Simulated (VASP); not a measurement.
A run of VASP 6.6.1:

File POSCAR:

```
K
1.0
    4.0146178810      0.0000000000      0.0000000000
    0.0000000000      4.0146178810      0.0000000000
    0.0000000000      0.0000000000      4.0146178810
K
1
Direct
    0.0000000000      0.0000000000      0.0000000000
```

INCAR.step1

```
SYSTEM = K
PREC = Accurate ; ENCUT = 520
EDIFF = 1E-7 ; ISMEAR = -1
SIGMA = 0.1 ; LREAL = .FALSE.
LASPH = .TRUE. ; NELM = 80
ALGO = Normal ; ISIF = 2
LWAVE = .FALSE. ; LCHARG = .TRUE.
GGA = PS ; NBANDS = 10
```

KPOINTS.step1

```
regular mesh
0
G
  9 9 9
  0 0 0
```

The input INCAR.step2:

```
SYSTEM = K
PREC = Accurate ; ENCUT = 520
EDIFF = 1E-7 ; ISMEAR = -5
SIGMA = 0.1 ; LREAL = .FALSE.
LASPH = .TRUE. ; NELM = 80
ALGO = Normal ; ISIF = 2
LWAVE = .FALSE. ; LCHARG = .FALSE.
GGA = PS ; LORBIT = 10
NEDOS = 2001 ; ICHARG = 11
```

The input KPOINTS.step2:

```
regular mesh
0
G
  14 14 14
  0 0 0
```

Potentials or basis: VASP PAW PBE potentials, release 64 (K_sv).

Command:

```console
$ cat potpaw_PBE.64/K_sv/POTCAR > POTCAR
$ cp INCAR.step1 INCAR
$ cp KPOINTS.step1 KPOINTS
$ mpirun -np 1 vasp_std > vasp.out
$ cp INCAR.step2 INCAR
$ cp KPOINTS.step2 KPOINTS
$ mpirun -np 1 vasp_std > vasp.out
```

Hardware: 1 thread of Intel(R) Xeon(R) 6975P-C (Granite Rapids), on a shared host.

**Question.** How long does it take, and how much memory?

**Answer.** Wall time 21 s on 1 thread of Intel(R) Xeon(R) 6975P-C (Granite Rapids) (shared host), peak memory 0.19 GiB. Counts: k points 120.
